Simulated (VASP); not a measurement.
Write the native input for VASP 6.6.1 that does the following.

```
Task                   : single point
Functional             : PBE
Potentials or basis    : VASP PAW PBE potentials, release 64 (Mg_sv, O)
Cutoff                 : 840 eV
k mesh                 : 10 × 10 × 10
Occupations            : fermi-dirac, width 0.02 eV
Spin                   : no spin polarisation
Dipole correction      : no
Further INCAR settings : ALGO = Normal; EDIFF = 1e-06; NBANDS = 15
```

The structure of MgO lies in POSCAR:

```
MgO
1.0
    0.0000000000      2.1021680256      2.1021680256
    2.1021680256      0.0000000000      2.1021680256
    2.1021680256      2.1021680256      0.0000000000
Mg O
1 1
Direct
    0.0000000000      0.0000000000      0.0000000000
    0.5000000000      0.5000000000      0.5000000000
```

One way to write it, as run:

INCAR

```
PREC = Accurate
ENCUT = 840
EDIFF = 1E-6
ISMEAR = -1
SIGMA = 0.02
LREAL = F
LASPH = T
NELM = 120
ALGO = Normal
ISIF = 2
LWAVE = F
LCHARG = F
GGA = PE
NBANDS = 15
GGA_COMPAT = F
```

KPOINTS

```
regular mesh
0
Gamma
  10 10 10
```

Potentials or basis: VASP PAW PBE potentials, release 64 (Mg_sv, O).

Launch:

```console
$ cat potpaw_PBE.64/Mg_sv/POTCAR potpaw_PBE.64/O/POTCAR > POTCAR
$ mpirun -np 1 vasp_std > vasp.out
```

Results of the run:

* Pressure: 5.7 GPa
* Band gap on the k mesh: 4.79 eV

Caveat: the cell stands under pressure.

Run time: 24 s on 1 thread of Intel(R) Xeon(R) Platinum 8375C CPU @ 2.90GHz (Ice Lake), with other jobs on the host, peak memory 0.16 GiB.
